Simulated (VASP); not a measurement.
# Cu (Cmcm) in VASP: a series of runs

The runs below take Cu through relaxation of cell and atoms, single point, with PBEsol+D3(BJ), BLYP+D3(BJ), PBEsol.

Program: VASP 6.6.1. These are calculated values, not measurements. Logs are shortened: lines on timing, memory, paths and dates and some standing lists are left out, and cuts for length are marked.

## (1) The cell of the first run

It takes space group Cmcm (No. 63, orthorhombic). The conventional cell has a = 2.437 Å, b = 7.953 Å, c = 2.475 Å, α = 90.00°, β = 90.00°, γ = 90.00°. Cu (site symmetry m2m) has 10 Cu at 2.44 to 2.54 Å within 3.2 Å.

## (2) Relaxation of cell and atoms, PBEsol+D3(BJ)

INCAR

```
ALGO = Normal
EDIFF = 1E-7
EDIFFG = -0.01
ENCUT = 600
GGA = PS
GGA_COMPAT = False
IBRION = 2
ISIF = 3
ISMEAR = 1
IVDW = 12
LASPH = True
LCHARG = False
LREAL = False
LWAVE = False
NELM = 120
NELMIN = 4
NSW = 80
PREC = Accurate
SIGMA = 0.1
```

KPOINTS

```
k-points
0
Gamma
  12 12 11
```

POSCAR

```
Cu
1.0
    1.2184635000     -3.9763780000      0.0000000000
    1.2184635000      3.9763780000      0.0000000000
    0.0000000000      0.0000000000      2.4754960000
Cu
2
Direct
    0.1338670000      0.8661330000      0.2500000000
    0.8661330000      0.1338670000      0.7500000000
```

Potentials or basis: VASP PAW PBE potentials, release 64 (Cu).

On the command line:

```bash
$ cat potpaw_PBE.64/Cu/POTCAR > POTCAR
$ mpirun -np 1 vasp_std > vasp.out
```

OUTCAR:

```text
EDIFF = 1E-7
   EDIFFG = -0.01
   ENCUT = 600
   GGA = PS
   IBRION = 2
   ISIF = 3
   ISMEAR = 1
   IVDW = 12
   LASPH = True
   LREAL = False
   NELM = 120
   NELMIN = 4
   NSW = 80
   PREC = Accurate
 IVDW          = 12

 ion  position               nearest neighbor table
   1  0.134  0.866  0.250-   2 2.46   2 2.46   2 2.54   2 2.54   2 2.54   2 2.54
   2  0.866  0.134  0.750-   1 2.46   1 2.46   1 2.54   1 2.54   1 2.54   1 2.54

  LATTYP: Found a base centered orthorhombic cell.
 ALAT       =     2.4369270000
 B/A-ratio  =     3.2634362868
 C/A-ratio  =     1.0158269000

  Lattice vectors:

 A1 = (   1.2184635000,  -3.9763780000,   0.0000000000)
 A2 = (   1.2184635000,   3.9763780000,   0.0000000000)
 A3 = (   0.0000000000,   0.0000000000,   2.4754960000)

Analysis of symmetry for initial positions (statically):
=====================================================================
 Subroutine PRICEL returns:
 Original cell was already a primitive cell.

 Routine SETGRP: Setting up the symmetry group for a
 base centered orthorhombic supercell.

 Subroutine GETGRP returns: Found  8 space group operations
 (whereof  4 operations were pure point group operations)
 out of a pool of  8 trial point group operations.

The static configuration has the point symmetry C_2h.
 The point group associated with its full space group is D_2h.

Analysis of symmetry for dynamics (positions and initial velocities):
=====================================================================
 Subroutine PRICEL returns:
 Original cell was already a primitive cell.

 Routine SETGRP: Setting up the symmetry group for a
 base centered orthorhombic supercell.

 Subroutine GETGRP returns: Found  8 space group operations
 (whereof  4 operations were pure point group operations)
 out of a pool of  8 trial point group operations.

The dynamic configuration has the point symmetry C_2h.
 The point group associated with its full space group is D_2h.

 Subroutine INISYM returns: Found  8 space group operations
 (whereof  4 operations are pure point group operations),
 and found     1 'primitive' translations

----------------------------------------------------------------------------------------

                                     Primitive cell

  volume of cell :      23.9879

  direct lattice vectors                    reciprocal lattice vectors
     1.218463500 -3.976378000  0.000000000     0.410352875 -0.125742573  0.000000000
     1.218463500  3.976378000  0.000000000     0.410352875  0.125742573  0.000000000
     0.000000000  0.000000000  2.475496000     0.000000000  0.000000000  0.403959449

  length of vectors
     4.158874283  4.158874283  2.475496000     0.429186063  0.429186063  0.403959449

  position of ions in fractional coordinates (direct lattice)
     0.133867000  0.866133000  0.250000000
     0.866133000  0.133867000  0.750000000

  ion indices of the primitive-cell ions
   primitive index   ion index
                 1           1
                 2           2

----------------------------------------------------------------------------------------

 KPOINTS: k-points

Automatic generation of k-mesh.
 Grid dimensions read from file:
 generate k-points for:   12   12   11

 Generating k-lattice:

  Cartesian coordinates                     Fractional coordinates (reciprocal lattice)
     0.034196073 -0.010478548  0.000000000     0.083333333  0.000000000  0.000000000
     0.034196073  0.010478548  0.000000000     0.000000000  0.083333333  0.000000000
     0.000000000  0.000000000  0.036723586     0.000000000  0.000000000  0.090909091

  Length of vectors
     0.035765505  0.035765505  0.036723586

  Shift w.r.t. Gamma in fractional coordinates (k-lattice)
     0.000000000  0.000000000  0.000000000

 Subroutine IBZKPT returns following result:
 ===========================================

 Found    258 irreducible k-points:

 Following reciprocal coordinates:
            Coordinates               Weight
  0.000000  0.000000  0.000000      1.000000
  0.083333 -0.000000  0.000000      4.000000
  0.166667  0.000000  0.000000      4.000000
  0.250000 -0.000000  0.000000      4.000000
  0.333333 -0.000000  0.000000      4.000000
  0.416667  0.000000  0.000000      4.000000
[... 16 lines left out ...]
  0.500000  0.166667  0.000000      4.000000
 -0.416667  0.166667  0.000000      4.000000
 [... further k-points ...]
   k-points           NKPTS =    258   k-points in BZ     NKDIM =    258   number of bands    NBANDS=     15
   number of dos      NEDOS =    301   number of ions     NIONS =      2
   total plane-waves  NPLWV =  25920
   dimension x,y,z NGX =    36 NGY =   36 NGZ =   20
   dimension x,y,z NGXF=    72 NGYF=   72 NGZF=   40
   ions per type =               2
   NGX,Y,Z   is equivalent  to a cutoff of  14.39, 14.39, 13.43 a.u.
   NGXF,Y,Z  is equivalent  to a cutoff of  28.78, 28.78, 26.86 a.u.
 SYSTEM =  unknown system
[... 60 lines left out ...]

------------------------ aborting loop because EDIFF is reached ----------------------------------------

 Edisp (eV)   -1.03175

 E8    (eV) :    -0.6732

  FORCE on cell =-STRESS in cart. coord.  units (eV):
  Direction    XX          YY          ZZ          XY          YZ          ZX
  --------------------------------------------------------------------------------------
  -------------------------------------------------------------------------------------
  Total      -1.14835    -1.20407    -1.12641     0.00000    -0.00000     0.00000
  in kB     -76.69940   -80.42124   -75.23440     0.00000    -0.00000     0.00000
  external pressure =      -77.45 kB  Pullay stress =        0.00 kB

 VOLUME and BASIS-vectors are now :
 -----------------------------------------------------------------------------
  energy-cutoff  :      600.00
  volume of cell :       23.99
      direct lattice vectors                 reciprocal lattice vectors
     1.218463500 -3.976378000  0.000000000     0.410352875 -0.125742573  0.000000000
     1.218463500  3.976378000  0.000000000     0.410352875  0.125742573  0.000000000
     0.000000000  0.000000000  2.475496000     0.000000000  0.000000000  0.403959449
[... 241 lines left out ...]
 POSITION                                       TOTAL-FORCE (eV/Angst)
 -----------------------------------------------------------------------------------
      1.19602      2.86588      0.60950         0.000000     -0.000064      0.000000
      1.19602     -2.86588      1.82850         0.000000      0.000064     -0.000000
 -----------------------------------------------------------------------------------
    total drift:                               -0.000000     -0.000000     -0.000000

  FREE ENERGIE OF THE ION-ELECTRON SYSTEM (eV)
  ---------------------------------------------------
  free  energy   TOTEN  =        -9.3703641579 eV

  energy  without entropy=       -9.3703459277  energy(sigma->0) =       -9.37035808

--------------------------------------- Ionic step        8  -------------------------------------------

 number of electron      22.0000006 magnetization

 Free energy of the ion-electron system (eV)
  ---------------------------------------------------
  ext. energy  EPLUGINS =         0.00000000
  ---------------------------------------------------
  free energy    TOTEN  =        -8.28278700 eV

  energy without entropy =       -8.28276807  energy(sigma->0) =       -8.28278069

 E-fermi :   7.8730     XC(G=0): -13.0881

 val. band max:        7.8671042427   @ k =   0.1667   0.0833   0.4545
 cond. band min:       7.8755732026   @ k =   0.3333   0.3333   0.2727
 fundamental gap:      0.0084689600
 Fermi energy:         7.8730143753

 k-point     1 :       0.0000    0.0000    0.0000
  band No.  band energies     occupation
      1      -1.8111      2.00000
      2       2.5928      2.00000
      3       3.4095      2.00000
      4       3.9111      2.00000
      5       4.6745      2.00000
      6       4.9840      2.00000
      7       5.4545      2.00000
      8       5.7669      2.00000
      9       5.9903      2.00000
     10       6.1320      2.00000
     11       6.4030      2.00000
     12       7.6637      2.01172
     13      12.9648      0.00000
     14      22.9510      0.00000
     15      26.9685      0.00000
[... 397 lines left out ...]
 k-point    24 :      -0.4167    0.1667    0.0000
  band No.  band energies     occupation
      1       0.5780      2.00000
      2       2.8462      2.00000
      3       3.8023      2.00000
      4       4.0585      2.00000
      5       4.5473      2.00000
      6       5.0190      2.00000
      7       5.1342      2.00000
      8       5.4146      2.00000
      9       5.4632      2.00000
     10       5.8458      2.00000
     11       6.1487      2.00000
     12       7.4791      2.00000
     13      15.7493      0.00000
     14      18.9958      0.00000
     15      21.6789      0.00000

 [... further k-points ...]

------------------------ aborting loop because EDIFF is reached ----------------------------------------

 Edisp (eV)   -1.08759

 E8    (eV) :    -0.7096

  FORCE on cell =-STRESS in cart. coord.  units (eV):
  Direction    XX          YY          ZZ          XY          YZ          ZX
  --------------------------------------------------------------------------------------
  -------------------------------------------------------------------------------------
  Total       0.00033     0.00828    -0.00211     0.00000    -0.00000     0.00000
  in kB       0.02350     0.58270    -0.14830     0.00000    -0.00000     0.00000
  external pressure =        0.15 kB  Pullay stress =        0.00 kB

 VOLUME and BASIS-vectors are now :
 -----------------------------------------------------------------------------
  energy-cutoff  :      600.00
  volume of cell :       22.77
      direct lattice vectors                 reciprocal lattice vectors
     1.195679264 -3.906753734  0.000000000     0.418172343 -0.127983496 -0.000000000
     1.195679264  3.906753734 -0.000000000     0.418172343  0.127983496  0.000000000
     0.000000000 -0.000000000  2.437491679     0.000000000  0.000000000  0.410257811

 POSITION                                       TOTAL-FORCE (eV/Angst)
 -----------------------------------------------------------------------------------
      1.19568      2.86472      0.60937         0.000000      0.001819     -0.000000
      1.19568     -2.86472      1.82812         0.000000     -0.001819      0.000000
 -----------------------------------------------------------------------------------
    total drift:                               -0.000000     -0.000000     -0.000000

  FREE ENERGIE OF THE ION-ELECTRON SYSTEM (eV)
  ---------------------------------------------------
  free  energy   TOTEN  =        -9.3703734845 eV

  energy  without entropy=       -9.3703545512  energy(sigma->0) =       -9.37036717

 reached required accuracy - stopping structural energy minimisation
```

It took 8.6 min on 1 thread of Intel Xeon Platinum 8259CL at 2.50GHz (Skylake/Cascade Lake), shared host; peak memory 0.26 GiB.

Results:

| Item | Value |
| --- | --- |
| Free energy | -9.3704 eV |
| Relaxed volume | 11.39 Å³/atom |
| Relaxed cell | a = 4.086 Å, b = 4.086 Å, c = 2.437 Å, α = 90.00°, β = 90.00°, γ = 145.97° |
| Space group after relaxing (to 0.1 Å) | Cmcm (No. 63) |
| Energy gained by relaxing | 15.6 meV/atom |
| Ionic steps | 8 |
| Pressure after relaxing | 0.0 GPa |
| Band gap on the k mesh | zero (bands 11 and 12 overlap by 5.24 eV) |
| Dispersion energy per atom | -0.544 eV |

Step by step:
| step | energy change (eV) | largest force (eV/Å) | pressure (GPa) | volume (Å³) |
| --- | --- | --- | --- | --- |
| 1 | 0.0000 | 0.0012 | -7.75 | 23.99 |
| 2 | -0.0165 | 0.1232 | 6.29 | 22.03 |
| 3 | -0.0308 | 0.0704 | -0.01 | 22.79 |
| 4 | -0.0308 | 0.0720 | 0.19 | 22.76 |
| 5 | -0.0311 | 0.0161 | 0.22 | 22.75 |
| 6 | -0.0311 | 0.0041 | 0.20 | 22.75 |
| 7 | -0.0311 | 0.0001 | -0.15 | 22.79 |
| 8 | -0.0312 | 0.0018 | 0.02 | 22.77 |

Final structure:
```yaml
crystal:
  lattice:
    - [1.19568, -3.90675, 0.00000]
    - [1.19568, 3.90675, 0.00000]
    - [0.00000, 0.00000, 2.43749]
  atoms:
    - { symbol: Cu, position: [0.13336, 0.86664, 0.25000] }
    - { symbol: Cu, position: [0.86664, 0.13336, 0.75000] }
```

Levels at points of the mesh, in eV from the Fermi level:
```
           k point  band 9  band 10  band 11  band 12  band 13  band 14
(0.00, 0.00, 0.00)   -1.88    -1.74    -1.47    -0.21     5.09    15.08
(0.50, 0.00, 0.00)   -2.22    -1.70    -0.49     1.39     2.60     7.19
(0.50, 0.50, 0.00)   -2.41    -1.98    -1.64    -1.56    14.10    15.74
```

Caveat: the PAW data sets were made with another functional, which shifts forces and pressure a little.

## (3) Single point, PBEsol+D3(BJ)

This run uses another cell than the first one, of 11.34 Å³/atom.

INCAR

```
SYSTEM = Cu
PREC = Accurate ; ENCUT = 600
EDIFF = 1E-6 ; ISMEAR = 1
SIGMA = 0.1 ; LREAL = .FALSE.
LASPH = .TRUE. ; NELM = 120
ALGO = Normal ; ISIF = 2
LWAVE = .FALSE. ; LCHARG = .FALSE.
GGA = PS ; IVDW = 12
NBANDS = 18 ; GGA_COMPAT = .FALSE.
```

KPOINTS

```
Automatic mesh
0
G
  12 12 11
  0 0 0
```

POSCAR

```
Cu
1.0
    1.1941593328     -3.9035090823      0.0000000000
    1.1941593328      3.9035090823      0.0000000000
    0.0000000000      0.0000000000      2.4325244068
Cu
2
Direct
    0.1333515137      0.8666484863      0.2500000000
    0.8666484863      0.1333515137      0.7500000000
```

Potentials or basis: VASP PAW PBE potentials, release 64 (Cu).

On the command line:

```bash
$ cat potpaw_PBE.64/Cu/POTCAR > POTCAR
$ mpirun -np 1 vasp_std > vasp.out
```

Wall time 50 s (1 thread of Intel Xeon 6975P-C (Granite Rapids), shared host); peak memory 0.25 GiB.

The run converged. Its results:

```yaml
Free_energy: -9.3697 eV
Pressure: 0.8 GPa
Largest_force: 0.006 eV/Å
Band_gap_on_the_k_mesh: zero (bands 11 and 12 overlap by 5.25 eV)
Dispersion_energy_per_atom: -0.546 eV
```

Forces on the atoms (eV/Å):
```
Cu   0.000  0.006  0.000
Cu   0.000 -0.006  0.000
```

Stress tensor (GPa, compression positive):
```
0.69 0.00 0.00
0.00 0.78 0.00
0.00 0.00 0.93
```

Levels at points of the mesh, in eV from the Fermi level:
| k point | band 8 | band 9 | band 10 | band 11 | band 12 | band 13 | band 14 | band 15 |
| --- | --- | --- | --- | --- | --- | --- | --- | --- |
| (0.00, 0.00, 0.00) | -2.12 | -1.89 | -1.75 | -1.48 | -0.23 | 5.10 | 15.15 | 19.13 |
| (0.50, 0.00, 0.00) | -2.63 | -2.23 | -1.71 | -0.50 | 1.40 | 2.60 | 7.21 | 13.30 |
| (0.50, 0.50, 0.00) | -2.42 | -2.42 | -1.99 | -1.64 | -1.57 | 14.11 | 15.75 | 16.13 |

Caveat: the PAW data sets were made with another functional, which shifts forces and pressure a little.

## (4) Single point, BLYP+D3(BJ)

This run uses another cell than the first one, of 11.70 Å³/atom.

INCAR

```
SYSTEM = Cu
  AGGAC = 1.0
  AGGAX = 1.0
  ALDAC = 0.0
  ALDAX = 1.0
  ALGO = Normal
  EDIFF = 1E-6
  ENCUT = 600
  GGA = B5
  GGA_COMPAT = .FALSE.
  ISIF = 2
  ISMEAR = 1
  IVDW = 12
  LASPH = .TRUE.
  LCHARG = .FALSE.
  LREAL = .FALSE.
  LWAVE = .FALSE.
  NBANDS = 18
  NELM = 120
  PREC = Accurate
  SIGMA = 0.1
  VDW_A1 = 0.4298
  VDW_A2 = 4.2359
  VDW_S6 = 1.0
  VDW_S8 = 2.6996
```

KPOINTS

```
k-points
0
G
  12 12 11
  0 0 0
```

POSCAR

```
Cu
1.0
    1.2087812643     -3.9342833047      0.0000000000
    1.2087812643      3.9342833047      0.0000000000
    0.0000000000      0.0000000000      2.4611510256
Cu
2
Direct
    0.1329890793      0.8670109207      0.2500000000
    0.8670109207      0.1329890793      0.7500000000
```

On the command line:

```bash
$ cat potpaw_PBE.64/Cu/POTCAR > POTCAR
$ mpirun -np 1 vasp_std > vasp.out
```

It took 59 s on 1 thread of Intel Xeon 6975P-C (Granite Rapids), shared host; peak memory 0.26 GiB.

It converged, with:

| Quantity | Value |
| --- | --- |
| Free energy | -8.2687 eV |
| Pressure | 0.6 GPa |
| Band gap on the k mesh | zero (bands 11 and 12 overlap by 5.32 eV) |
| Dispersion energy per atom | -1.333 eV |

Stress tensor (GPa, compression positive):
```
0.50 0.00 0.00
0.00 0.57 0.00
0.00 0.00 0.73
```

Levels at points of the mesh, in eV from the Fermi level:
```csv
k point,band 7,band 8,band 9,band 10,band 11,band 12,band 13,band 14,band 15,band 16
"(0.00, 0.00, 0.00)",-2.48,-2.20,-1.98,-1.85,-1.55,0.05,4.97,14.82,18.70,19.49
"(0.50, 0.00, 0.00)",-2.88,-2.65,-2.30,-1.78,-0.48,1.32,2.63,7.05,13.13,16.20
"(0.50, 0.50, 0.00)",-2.75,-2.48,-2.44,-2.08,-1.74,-1.66,14.07,15.68,15.75,17.80
```

Caveat: the dispersion term is far too large for a dense solid, which distorts pressure and volume; the PAW data sets were made with another functional, which shifts forces and pressure a little.

## (5) Single point, PBEsol

This run uses another cell than the first one, of 11.87 Å³/atom.

INCAR

```
SYSTEM = Cu
PREC = Accurate
ENCUT = 600
EDIFF = 1E-6
ISMEAR = 1
SIGMA = 0.1
LREAL = .FALSE.
LASPH = .TRUE.
NELM = 120
ALGO = Normal
ISIF = 2
LWAVE = .FALSE.
LCHARG = .FALSE.
GGA = PS
NBANDS = 18
GGA_COMPAT = .FALSE.
```

KPOINTS

```
regular mesh
0
G
  12 12 11
  0 0 0
```

POSCAR

```
Cu
1.0
    1.2149615346     -3.9575774171      0.0000000000
    1.2149615346      3.9575774171      0.0000000000
    0.0000000000      0.0000000000      2.4689278969
Cu
2
Direct
    0.1338260082      0.8661739918      0.2500000000
    0.8661739918      0.1338260082      0.7500000000
```

On the command line:

```bash
$ cat potpaw_PBE.64/Cu/POTCAR > POTCAR
$ mpirun -np 1 vasp_std > vasp.out
```

Wall time 52 s (1 thread of Intel Xeon 6975P-C (Granite Rapids), shared host); peak memory 0.24 GiB.

The run converged. Its results:

```
Free energy            : -8.3075 eV
Pressure               : 0.8 GPa
Largest force          : 0.004 eV/Å
Band gap on the k mesh : zero (bands 11 and 12 overlap by 5.10 eV)
```

Forces on the atoms (eV/Å):
```
Cu   0.000  0.004  0.000
Cu   0.000 -0.004  0.000
```

Stress tensor (GPa, compression positive):
```
0.69 0.00 0.00
0.00 0.76 0.00
0.00 0.00 0.95
```

Levels at points of the mesh, in eV from the Fermi level:
```tsv
k point	band 8	band 9	band 10	band 11	band 12	band 13	band 14	band 15
(0.00, 0.00, 0.00)	-2.03	-1.83	-1.69	-1.43	-0.09	4.88	14.77	18.47
(0.50, 0.00, 0.00)	-2.51	-2.13	-1.65	-0.48	1.29	2.52	6.93	12.98
(0.50, 0.50, 0.00)	-2.32	-2.30	-1.92	-1.59	-1.52	13.74	15.41	15.60
```

Caveat: the PAW data sets were made with another functional, which shifts forces and pressure a little.

## (6) The runs side by side

| task | level | cell | gap on the mesh (eV) | pressure (GPa) |
| --- | --- | --- | --- | --- |
| relaxation of cell and atoms | PBEsol+D3(BJ) | relaxed from a = 4.159, b = 4.159, c = 2.475 Å, angles 90.0, 90.0, 145.9°, 2 atoms, atomic positions A | none | 0.0 |
| single point | PBEsol+D3(BJ) | a = 4.082, b = 4.082, c = 2.433 Å, angles 90.0, 90.0, 146.0°, 2 atoms, atomic positions B | none | 0.8 |
| single point | BLYP+D3(BJ) | a = 4.116, b = 4.116, c = 2.461 Å, angles 90.0, 90.0, 145.8°, 2 atoms, atomic positions C | none | 0.6 |
| single point | PBEsol | a = 4.140, b = 4.140, c = 2.469 Å, angles 90.0, 90.0, 145.9°, 2 atoms, atomic positions D | none | 0.8 |

Alike in all rows: potentials or basis VASP PAW PBE potentials, release 64 (Cu); no spin polarisation; k mesh 12 × 12 × 11; cutoff (eV) 600; smearing methfessel-paxton 0.1 eV.

Caveats: the PAW data sets were made with another functional, which shifts forces and pressure a little; the dispersion term is far too large for a dense solid, which distorts pressure and volume (at least some runs).

Absolute energies hang on the potentials; compare differences alone.

The gap in the log of VASP goes by the Fermi energy; the results here count the filled bands.